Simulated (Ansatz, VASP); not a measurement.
**Au in VASP and in Ansatz**

The input INCAR:

```
PREC = Accurate ; ENCUT = 500
EDIFF = 1E-6 ; ISMEAR = 0
SIGMA = 0.15 ; LREAL = F
LASPH = T ; NELM = 120
ALGO = Normal ; ISIF = 2
LWAVE = F ; LCHARG = F
GGA = PE ; NBANDS = 18
GGA_COMPAT = F
```

File KPOINTS:

```
Automatic mesh
0
Gamma
  18 18 10
```

POSCAR

```
Au
1.0
    2.9169619367      0.0000000000      0.0000000000
   -1.4584809683      2.5261631390      0.0000000000
    0.0000000000      0.0000000000      4.8900308251
Au
2
Direct
    0.2915703932      0.5831407864      0.7500000000
    0.7084296068      0.4168592136      0.2500000000
```

Input for Ansatz:

```yaml
crystal:
  lattice:
    - [2.9169619367, 0.0, 0.0]
    - [-1.4584809683, 2.526163139, 0.0]
    - [0.0, 0.0, 4.8900308251]
  atoms:
    - { symbol: Au, position: [0.2915703932, 0.5831407864, 0.75] }
    - { symbol: Au, position: [0.7084296068, 0.4168592136, 0.25] }
basis:
  ecutwfc: 420
kpoints:
  mp_grid: { grid: [18, 18, 10] }
hamiltonian:
  xc: pbe
scf:
  occupations: { method: gaussian, width: 0.15 }
output:
  forces: true
  stress: true
  eigenvalues: true
```

Change from the starting cell: mode 4 frozen in at +0.000 Å and mode 5 at -0.211 Å (largest displacements).

Alike in both runs: task single point; functional PBE; k mesh 18 × 18 × 10; occupations gaussian, width 0.15 eV; no spin polarisation.

|  | VASP | Ansatz |
| --- | --- | --- |
| version | VASP 6.6.1 | Ansatz 0.2.0 |
| potentials or method | VASP PAW PBE potentials, release 64 (Au), cutoff 500 eV | scalar-relativistic, plane waves, PAW |
| valence electrons in the cell | 22 | 38 |

|  | VASP | Ansatz | Ansatz less VASP |
| --- | --- | --- | --- |
| gap on the k mesh at the Fermi level (eV) | none | none | - |
| pressure (GPa) | 0.5 | 0.7 | +0.22 |
| traceless stress, the component that is largest in VASP (GPa) | -1.39 | -1.41 | -0.023 |
| rms of the force components (eV/Å) | 0.021 | 0.021 | -0.0002 |

Atom by atom the forces differ by 0.000 eV/Å (rms over components). A gap of «none» marks a metal or a gap that the smearing closes. With one functional, cell and mesh, what is left measures potentials, basis and numerics. VASP's potentials hold 22 valence electrons a cell and Ansatz's 38, so a difference there can come from the potentials and not from the codes.

Neither program's run includes spin-orbit coupling.
